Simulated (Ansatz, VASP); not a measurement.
Two plane-wave programs on Hf

```xyz
1
Lattice="-1.7914 1.7914 1.7914 1.7914 -1.7914 1.7914 1.7914 1.7914 -1.7914" Properties=species:S:1:pos:R:3 pbc="T T T"
Hf    0.0000    0.0000    0.0000
```

Alike in both runs: task single point; functional PBEsol; k mesh 14 × 14 × 14; occupations fermi-dirac, width 0.1 eV; no spin polarisation.

|  | VASP | Ansatz |
| --- | --- | --- |
| version | VASP 6.6.1 | Ansatz 0.2.0 |
| potentials or method | VASP PAW PBE potentials, release 64 (Hf_pv), cutoff 520 eV | plane waves (420 eV) with PAW, scalar-relativistic |
| valence electrons in the cell | 10 | 26 |

```tsv
	VASP	Ansatz	Ansatz less VASP
pressure (GPa)	-7.3	-7.0	+0.30
```

VASP's potentials were made for PBE, not for PBEsol, and Ansatz warns of the same on its side. VASP's potentials hold 10 valence electrons a cell and Ansatz's 26, so a difference there can come from the potentials and not from the codes.

Spin-orbit coupling is off throughout.
